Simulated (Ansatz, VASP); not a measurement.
**ZnS in VASP and in Ansatz**

```
Zn S
1.0
     0.00000    2.70200    2.70200
     2.70200    0.00000    2.70200
     2.70200    2.70200    0.00000
Zn S
1 1
Direct
  0.75000 0.75000 0.75000
  0.00000 0.00000 0.00000
```

Alike in both runs: task single point; functional PBE; k mesh 4 × 4 × 4; occupations fermi-dirac, width 0.02 eV; no spin polarisation.

|  | VASP | Ansatz |
| --- | --- | --- |
| version | VASP 6.6.1 | Ansatz 0.2.0 |
| potentials or method | VASP PAW PBE potentials, release 64 (Zn, S), cutoff 520 eV | all-electron LAPW, scalar-relativistic |

```tsv
	VASP	Ansatz	Ansatz less VASP
gap on the k mesh at the Fermi level (eV)	2.10	2.10	-0.001
least direct gap on the mesh (eV)	2.10	2.10	-0.001
pressure (GPa)	2.1	1.9	-0.14
```

Ansatz ran all-electron here, and VASP with PAW potentials.

The k mesh is coarse, so the values compare programs but aren't converged.
